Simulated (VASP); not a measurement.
The system is Se.

```xyz
1
Lattice="2.8106 0.0000 0.0000 0.0000 2.8106 0.0000 0.0000 0.0000 2.8106" Properties=species:S:1:pos:R:3 pbc="T T T"
Se    0.0000    0.0000    0.0000
```

* Program: VASP 6.6.1
* Task: relaxation of cell and atoms
* Functional: LDA
* Potentials or basis: VASP PAW LDA potentials, release 64 (Se)
* Cutoff: 600 eV
* k mesh: 12 × 12 × 12
* Occupations: methfessel-paxton, width 0.1 eV
* Spin: no spin polarisation

At the start: pressure -3.3 GPa; volume 22.20 Å³/atom.

Q: How do energy, volume and symmetry change on relaxing?

A: Over 3 steps the energy falls by 9.3 meV/atom and the volume is 21.32 Å³/atom (-4.0 %); space group Pm-3m (No. 221, to 0.05 Å).

Step by step:
| step | energy change (eV) | largest force (eV/Å) | pressure (GPa) | volume (Å³) |
| --- | --- | --- | --- | --- |
| 1 | 0.0000 | 0.0000 | -3.27 | 22.20 |
| 2 | -0.0055 | 0.0000 | 2.35 | 20.78 |
| 3 | -0.0093 | 0.0000 | -0.01 | 21.32 |

Final structure:
```yaml
crystal:
  lattice:
    - [2.77271, 0.00000, 0.00000]
    - [0.00000, 2.77271, 0.00000]
    - [0.00000, 0.00000, 2.77271]
  atoms:
    - { symbol: Se, position: [0.00000, 0.00000, 0.00000] }
```
